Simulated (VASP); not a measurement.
# Ir (Fm-3m) in VASP: notebook, part 2 of 2

VASP 6.6.1.

### Step 3. Single point, PBEsol

This run uses another cell than the first one, of 13.28 Å³/atom, 1.045 times its volume.

Contents of INCAR:

```
SYSTEM = Ir
PREC     = Accurate       ! precision mode
ENCUT    = 520            ! plane-wave cutoff, eV
EDIFF    = 1E-7           ! SCF threshold, eV
ISMEAR   = 0              ! smearing method
SIGMA    = 0.1            ! smearing width, eV
LREAL    = .False.        ! projectors in reciprocal space
LASPH    = .True.         ! aspherical terms in the spheres
NELM     = 80             ! most SCF steps
ALGO     = Normal         ! electronic algorithm
ISIF     = 2              ! what is computed and relaxed
LWAVE    = .False.        ! write WAVECAR
LCHARG   = .False.        ! write CHGCAR
GGA      = PS             ! functional
NBANDS   = 10             ! bands
```

Contents of KPOINTS:

```
regular mesh
0
Gamma
  18 18 18
  0 0 0
```

Contents of POSCAR:

```
Ir
1.0
    0.0000000000      1.8796303995      1.8796303995
    1.8796303995      0.0000000000      1.8796303995
    1.8796303995      1.8796303995      0.0000000000
Ir
1
Direct
    0.0000000000      0.0000000000      0.0000000000
```

Potentials or basis: VASP PAW PBE potentials, release 64 (Ir).

On the command line:

```console
$ cat potpaw_PBE.64/Ir/POTCAR > POTCAR
$ mpirun -np 1 vasp_std > vasp.out
```

OUTCAR:

```text
SYSTEM = Ir
   PREC = Accurate
   ENCUT = 520
   EDIFF = 1E-7
   ISMEAR = 0
   LREAL = .False.
   LASPH = .True.
   NELM = 80
   ISIF = 2
   GGA = PS

 ion  position               nearest neighbor table
   1  0.000  0.000  0.000-

  LATTYP: Found a face centered cubic cell.
 ALAT       =     3.7592607990

  Lattice vectors:

 A1 = (   0.0000000000,   1.8796303995,   1.8796303995)
 A2 = (   1.8796303995,   0.0000000000,   1.8796303995)
 A3 = (   1.8796303995,   1.8796303995,   0.0000000000)

Analysis of symmetry for initial positions (statically):
=====================================================================
 Subroutine PRICEL returns:
 Original cell was already a primitive cell.

 Routine SETGRP: Setting up the symmetry group for a
 face centered cubic supercell.

 Subroutine GETGRP returns: Found 48 space group operations
 (whereof 48 operations were pure point group operations)
 out of a pool of 48 trial point group operations.

The static configuration has the point symmetry O_h .

Analysis of symmetry for dynamics (positions and initial velocities):
=====================================================================
 Subroutine PRICEL returns:
[... 156 lines left out ...]

 val. band max:       11.4159472545   @ k =   0.5000   0.2222   0.1111
 cond. band min:      11.4421719272   @ k =   0.3333   0.1111   0.0556
 fundamental gap:      0.0262246727
 Fermi energy:        11.4274099265

 k-point     1 :       0.0000    0.0000    0.0000
  band No.  band energies     occupation
      1      -0.5087      2.00000
      2       7.0831      2.00000
      3       7.0831      2.00000
      4       7.0831      2.00000
      5      10.0842      2.00000
      6      10.0842      2.00000
      7      25.5536      0.00000
      8      31.5129      0.00000
      9      31.5129      0.00000
     10      31.5129      0.00000
[... 287 lines left out ...]
 k-point    24 :      -0.2222    0.0556    0.0000
  band No.  band energies     occupation
      1       1.8262      2.00000
      2       6.3568      2.00000
      3       7.5836      2.00000
      4       7.6840      2.00000
      5       9.7375      2.00000
      6      10.7011      2.00000
      7      25.7431      0.00000
      8      28.7079      0.00000
      9      34.1073      0.00000
     10      35.3805      0.00000

 [... further k-points ...]
[... 5 lines left out ...]
  --------------------------------------------------------------------------------------
  -------------------------------------------------------------------------------------
  Total        2.1993169      2.1993169      2.1993169     -0.0000000      0.0000000      0.0000000
  in kB      265.3084137    265.3084137    265.3084137     -0.0000000      0.0000000      0.0000000
  external PRESSURE =     265.3084137 kB  Pullay stress =       0.0000000 kB

 VOLUME and BASIS-vectors are now :
 -----------------------------------------------------------------------------
  energy-cutoff  :      520.00
  volume of cell :       13.28
      direct lattice vectors                 reciprocal lattice vectors
     0.000000000  1.879630400  1.879630400    -0.266009743  0.266009743  0.266009743
     1.879630400  0.000000000  1.879630400     0.266009743 -0.266009743  0.266009743
     1.879630400  1.879630400  0.000000000     0.266009743  0.266009743 -0.266009743

 POSITION                                       TOTAL-FORCE (eV/Angst)
 -----------------------------------------------------------------------------------
      0.00000      0.00000      0.00000         0.000000      0.000000      0.000000
 -----------------------------------------------------------------------------------
    total drift:                               -0.000000     -0.000000     -0.000000

  FREE ENERGIE OF THE ION-ELECTRON SYSTEM (eV)
  ---------------------------------------------------
  free  energy   TOTEN  =        -9.7604247691 eV

  energy  without entropy=       -9.7559079515  energy(sigma->0) =       -9.75816636
```

OSZICAR:

```text
N       E                     dE             d eps       ncg     rms          rms(c)
DAV:   1     0.480751480225E+02    0.48075E+02   -0.43812E+03  3956   0.827E+02
DAV:   2    -0.946199138543E+01   -0.57537E+02   -0.54590E+02  4000   0.201E+02
DAV:   3    -0.103493331780E+02   -0.88734E+00   -0.88326E+00  4468   0.301E+01
DAV:   4    -0.103574297864E+02   -0.80966E-02   -0.80949E-02  4448   0.268E+00
DAV:   5    -0.103575822978E+02   -0.15251E-03   -0.15251E-03  4480   0.349E-01    0.188E+01
DAV:   6    -0.987223139013E+01    0.48535E+00   -0.75169E-01  4406   0.107E+01    0.785E+00
DAV:   7    -0.976788219440E+01    0.10435E+00   -0.27557E-01  4762   0.593E+00    0.147E+00
DAV:   8    -0.976471822119E+01    0.31640E-02   -0.19357E-03  4200   0.478E-01    0.108E+00
DAV:   9    -0.976043045964E+01    0.42878E-02   -0.24096E-03  4292   0.718E-01    0.387E-02
DAV:  10    -0.976042286680E+01    0.75928E-05   -0.13967E-05  5666   0.386E-02    0.118E-02
DAV:  11    -0.976042478269E+01   -0.19159E-05   -0.11649E-06  4358   0.664E-03    0.985E-04
DAV:  12    -0.976042476912E+01    0.13567E-07   -0.19169E-08  2600   0.138E-03
   1 F= -.97604248E+01 E0= -.97581664E+01  d E =-.451682E-02
```

Run time: 16 s. Hardware: 1 thread of AMD EPYC 7R43 (Zen 3), shared host; peak memory 0.11 GiB.

Results:

```
Free energy : -9.7604 eV
Pressure    : 26.5 GPa
```

Caveat: the PAW data sets were made with another functional, which shifts forces and pressure a little; spin-orbit coupling is left out, which moves the levels of the heavy elements.

### Step 4. Single point, PBEsol

This run uses another cell than the first one, of 13.91 Å³/atom, 1.095 times its volume.

Contents of INCAR:

```
SYSTEM = Ir
PREC = Accurate
ENCUT = 520
EDIFF = 1E-6
ISMEAR = 0
SIGMA = 0.1
LREAL = .False.
LASPH = .True.
NELM = 100
ALGO = Fast
ISIF = 2
LWAVE = .False.
LCHARG = .False.
GGA = PS
NBANDS = 10
```

Contents of KPOINTS:

```
Automatic mesh
0
Gamma
  18 18 18
  0 0 0
```

Contents of POSCAR:

```
Ir
1.0
    0.0000000000      1.9086617572      1.9086617572
    1.9086617572      0.0000000000      1.9086617572
    1.9086617572      1.9086617572      0.0000000000
Ir
1
Direct
    0.0000000000      0.0000000000      0.0000000000
```

On the command line:

```console
$ cat potpaw_PBE.64/Ir/POTCAR > POTCAR
$ mpirun -np 1 vasp_std > vasp.out
```

Wall time 24 s (1 thread of AMD EPYC 7R43 (Zen 3), shared host); peak memory 0.11 GiB.

It converged, with:

| Quantity | Value |
| --- | --- |
| Free energy | -9.8205 eV |
| Pressure | 4.9 GPa |

Levels at points of the mesh, in eV from the Fermi level:
```csv
k point,band 1,band 2,band 3,band 4,band 5,band 6,band 7,band 8,band 9
"(0.00, 0.00, 0.00)",-11.42,-4.05,-4.05,-4.05,-1.26,-1.26,14.24,19.92,19.92
"(0.50, 0.00, 0.00)",-8.37,-4.15,-4.15,-0.90,0.90,0.90,7.37,13.77,19.87
"(0.50, 0.50, 0.00)",-8.18,-7.60,0.88,1.49,1.49,1.60,10.66,11.70,11.70
```

Caveat: the PAW data sets were made with another functional, which shifts forces and pressure a little; spin-orbit coupling is left out, which moves the levels of the heavy elements.

### Step 5. Single point, PBEsol

This run uses another cell than the first one, of 13.65 Å³/atom, 1.074 times its volume.

Contents of INCAR:

```
SYSTEM = Ir
  PREC = Accurate
  ENCUT = 520
  EDIFF = 1E-6
  ISMEAR = 0
  SIGMA = 0.1
  LREAL = .False.
  LASPH = .True.
  NELM = 80
  ALGO = Normal
  ISIF = 2
  LWAVE = .False.
  LCHARG = .False.
  GGA = PS
  NBANDS = 10
```

Contents of KPOINTS:

```
regular mesh
0
Gamma
  18 18 18
  0 0 0
```

Contents of POSCAR:

```
Ir
1.0
    0.0000000000      1.8968025355      1.8968025355
    1.8968025355      0.0000000000      1.8968025355
    1.8968025355      1.8968025355      0.0000000000
Ir
1
Direct
    0.0000000000      0.0000000000      0.0000000000
```

On the command line:

```console
$ cat potpaw_PBE.64/Ir/POTCAR > POTCAR
$ mpirun -np 1 vasp_std > vasp.out
```

Run time: 16 s. Hardware: 1 thread of AMD EPYC 7R43 (Zen 3), shared host; peak memory 0.11 GiB.

The run converged. Its results:

```
Free energy : -9.8058 eV
Pressure    : 13.2 GPa
```

Levels at points of the mesh, in eV from the Fermi level:
| k point | band 2 | band 3 | band 4 | band 5 | band 6 | band 7 |
| --- | --- | --- | --- | --- | --- | --- |
| (0.00, 0.00, 0.00) | -4.17 | -4.17 | -4.17 | -1.29 | -1.29 | 14.20 |
| (0.50, 0.00, 0.00) | -4.27 | -4.27 | -0.95 | 0.93 | 0.93 | 7.56 |
| (0.50, 0.50, 0.00) | -7.81 | 0.91 | 1.54 | 1.54 | 1.60 | 10.93 |

Caveat: the PAW data sets were made with another functional, which shifts forces and pressure a little; spin-orbit coupling is left out, which moves the levels of the heavy elements.

### Step 6. Single point, PBEsol

This run uses another cell than the first one, of 14.09 Å³/atom, 1.109 times its volume.

Contents of INCAR:

```
PREC = Accurate ; ENCUT = 520
EDIFF = 1E-6 ; ISMEAR = 0
SIGMA = 0.1 ; LREAL = False
LASPH = True ; NELM = 80
ALGO = Fast ; ISIF = 2
LWAVE = False ; LCHARG = False
GGA = PS ; NBANDS = 10
```

Contents of KPOINTS:

```
regular mesh
0
Gamma
  18 18 18
```

Contents of POSCAR:

```
Ir
1.0
    0.0000000000      1.9169097371      1.9169097371
    1.9169097371      0.0000000000      1.9169097371
    1.9169097371      1.9169097371      0.0000000000
Ir
1
Direct
    0.0000000000      0.0000000000      0.0000000000
```

Potentials or basis: VASP PAW PBE potentials, release 64 (Ir).

On the command line:

```console
$ cat potpaw_PBE.64/Ir/POTCAR > POTCAR
$ mpirun -np 1 vasp_std > vasp.out
```

Run time: 26 s. Hardware: 1 thread of AMD EPYC 7R43 (Zen 3), shared host; peak memory 0.11 GiB.

The run converged. Its results:

```yaml
Free_energy: -9.8234 eV
Pressure: -0.2 GPa
```

Levels at points of the mesh, in eV from the Fermi level:
```
           k point  band 1  band 2  band 3  band 4  band 5  band 6  band 7  band 8
(0.00, 0.00, 0.00)  -11.27   -3.97   -3.97   -3.97   -1.23   -1.23   14.27   19.87
(0.50, 0.00, 0.00)   -8.23   -4.06   -4.06   -0.87    0.87    0.87    7.23   13.80
(0.50, 0.50, 0.00)   -8.03   -7.45    0.85    1.45    1.45    1.61   10.48   11.64
```

Caveat: the PAW data sets were made with another functional, which shifts forces and pressure a little; spin-orbit coupling is left out, which moves the levels of the heavy elements.

### Step 7. Overview

| cell | gap on the mesh (eV) | pressure (GPa) |
| --- | --- | --- |
| a = 2.619 Å, angles 60.0°, 1 atom | none | 52.0 |
| a = 2.658 Å, angles 60.0°, 1 atom | none | 26.5 |
| a = 2.699 Å, angles 60.0°, 1 atom | none | 4.9 |
| a = 2.682 Å, angles 60.0°, 1 atom | none | 13.2 |
| a = 2.711 Å, angles 60.0°, 1 atom | none | -0.2 |

Alike in all rows: task single point; level PBEsol; potentials or basis VASP PAW PBE potentials, release 64 (Ir); no spin polarisation; k mesh 18 × 18 × 18; cutoff (eV) 520; smearing gaussian 0.1 eV.

Caveats: the PAW data sets were made with another functional, which shifts forces and pressure a little; spin-orbit coupling is left out, which moves the levels of the heavy elements.

Total energies depend on the potentials used, so only differences within one code and one set of settings carry meaning.
